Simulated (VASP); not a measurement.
Write the native input for VASP 6.6.1 that does the following.

* Task: single point
* Functional: PBE
* Potentials or basis: VASP PAW PBE potentials, release 64 (Sb)
* Cutoff: 520 eV
* k mesh: 10 × 10 × 10
* Occupations: gaussian, width 0.028 eV
* Spin: no spin polarisation
* Dipole correction: no
* Further INCAR settings: ALGO = Normal; EDIFF = 1e-06; NBANDS = 8

The structure of Sb lies in POSCAR:

```
Sb
1.0
   -1.8713408863      1.8713408863      1.8713408863
    1.8713408863     -1.8713408863      1.8713408863
    1.8713408863      1.8713408863     -1.8713408863
Sb
1
Direct
    0.0000000000      0.0000000000      0.0000000000
```

The input as run:

INCAR

```
ALGO = Normal ; EDIFF = 1E-6
ENCUT = 520 ; GGA = PE
ISIF = 2 ; ISMEAR = 0
LASPH = True ; LCHARG = False
LREAL = False ; LWAVE = False
NBANDS = 8 ; NELM = 80
PREC = Accurate ; SIGMA = 0.028000000000000004
```

KPOINTS

```
k-points
0
Gamma
  10 10 10
```

Potentials or basis: VASP PAW PBE potentials, release 64 (Sb).

The run is started by

```sh
$ cat potpaw_PBE.64/Sb/POTCAR > POTCAR
$ mpirun -np 1 vasp_std > vasp.out
```

It gave:

```
Pressure : 3.0 GPa
```

Run time: 5.9 s on 1 thread of Intel Xeon 8259CL, on a shared host, peak memory 0.14 GiB.
